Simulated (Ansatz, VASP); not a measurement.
## One calculation of TiAlF, two programs

The input INCAR:

```
SYSTEM = TiAlF
PREC = Accurate
ENCUT = 520
EDIFF = 1E-7
ISMEAR = 0
SIGMA = 0.1
LREAL = .FALSE.
LASPH = .TRUE.
NELM = 150
ALGO = Normal
ISIF = 2
LWAVE = .FALSE.
LCHARG = .FALSE.
ISPIN = 2
MAGMOM = 1 1 0 0 0 0
LORBIT = 11
LMAXMIX = 4
GGA = PE
NBANDS = 35
```

Contents of KPOINTS:

```
regular mesh
0
G
  4 4 4
  0 0 0
```

POSCAR

```
TiAlF
1.0
    3.8180584900      0.0000000000      0.0000000000
    0.0000000000      3.8180584900      0.0000000000
    0.0000000000      0.0000000000      6.1006749700
Ti Al F
2 2 2
Direct
    0.0000000000      0.0000000000      0.0000000000
    0.5000000000      0.5000000000      0.0000000000
    0.0000000000      0.5000000000      0.3205159600
    0.5000000000      0.0000000000      0.6794840400
    0.0000000000      0.5000000000      0.8151441800
    0.5000000000      0.0000000000      0.1848558200
```

Input for Ansatz:

```yaml
crystal:
  lattice:
    - [3.81805849, 0.0, 0.0]
    - [0.0, 3.81805849, 0.0]
    - [0.0, 0.0, 6.10067497]
  atoms:
    - { symbol: Ti, position: [0.0, 0.0, 0.0], spin: 1.0 }
    - { symbol: Ti, position: [0.5, 0.5, 0.0], spin: 1.0 }
    - { symbol: Al, position: [0.0, 0.5, 0.32051596] }
    - { symbol: Al, position: [0.5, 0.0, 0.67948404] }
    - { symbol: F, position: [0.0, 0.5, 0.81514418] }
    - { symbol: F, position: [0.5, 0.0, 0.18485582] }
basis:
  ecutwfc: 420
kpoints:
  mp_grid: { grid: [4, 4, 4] }
hamiltonian:
  xc: pbe
scf:
  occupations: { method: gaussian, width: 0.1 }
  lower_state_search: "off"
output:
  forces: true
  stress: true
  eigenvalues: true
  populations: true
magnetization:
  spin_polarized: true
```

Change from the starting cell: species swapped into the CaNiGe type (P4/nmm, No. 129).

Alike in both runs: task single point; functional PBE; k mesh 4 × 4 × 4; occupations gaussian, width 0.1 eV; collinear spin.

```csv
,VASP,Ansatz
version,VASP 6.6.1,Ansatz 0.2.0
potentials or method,"VASP PAW PBE potentials, release 64 (Ti_sv, Al, F), cutoff 520 eV","scalar-relativistic, plane waves, PAW"
valence electrons in the cell,44,44
```

|  | VASP | Ansatz | Ansatz less VASP |
| --- | --- | --- | --- |
| gap on the k mesh at the Fermi level (eV) | none | none | - |
| pressure (GPa) | 9.1 | 9.1 | -0.03 |
| traceless stress, the component that is largest in VASP (GPa) | 1.77 | 1.84 | +0.074 |
| rms of the force components (eV/Å) | 0.962 | 0.960 | -0.0027 |
| net moment per atom (μB) | 0.00 | 0.00 | 0.000 |

Atom by atom the forces differ by 0.014 eV/Å (rms over components). A gap of «none» marks a metal or a gap that the smearing closes. With one functional, cell and mesh, what is left measures potentials, basis and numerics. Ansatz's warnings: seeded moment not kept.

The k mesh is coarse, so the values compare programs but aren't converged.
